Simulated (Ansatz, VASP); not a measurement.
## PbS: VASP and Ansatz over several settings

```
Pb S
1.0
     4.08970    0.00000    0.00000
    -2.04485    3.54178    0.00000
     0.00000    0.00000    3.78817
Pb S
1 1
Direct
  0.00000 0.00000 0.00000
  0.66667 0.33333 0.50000
```

Single points on this cell with VASP 6.6.1 and Ansatz 0.2.0. Each row is one pair of runs. Alike in all rows: spin: off; k mesh: 8 × 8 × 7; VASP's potentials, cutoff: VASP PAW PBE potentials, release 64 (Pb_d, S), 520 eV; Ansatz's potentials, cutoff: Ansatz PAW, 420 eV.

| level | smearing | gap on the k mesh at the Fermi level (eV), VASP | gap on the k mesh at the Fermi level (eV), Ansatz | least direct gap on the mesh (eV), VASP | least direct gap on the mesh (eV), Ansatz | pressure (GPa), VASP | pressure (GPa), Ansatz |
| --- | --- | --- | --- | --- | --- | --- | --- |
| PBE | gaussian, width 0.011 eV | 0.21 | 0.21 | 1.65 | 1.64 | 0.0 | 0.1 |
| PBE | gaussian, width 0.027 eV | 0.21 | ? | 1.65 | ? | 0.0 | ? |
| PBE | gaussian, width 0.029 eV | 0.21 | 0.21 | 1.65 | 1.64 | 0.0 | 0.1 |
| PBE | gaussian, width 0.03 eV | 0.21 | 0.21 | 1.65 | 1.64 | 0.0 | 0.1 |

Q: Fill in what Ansatz gave in row 2.

A: gap on the k mesh at the Fermi level (eV): 0.21; least direct gap on the mesh (eV): 1.64; pressure (GPa): 0.1.

Spin-orbit coupling is off throughout. Noted on Ansatz's runs: odd divisions of the mesh miss points on the zone boundary, where band edges often lie, so the gap on the mesh can be too wide.
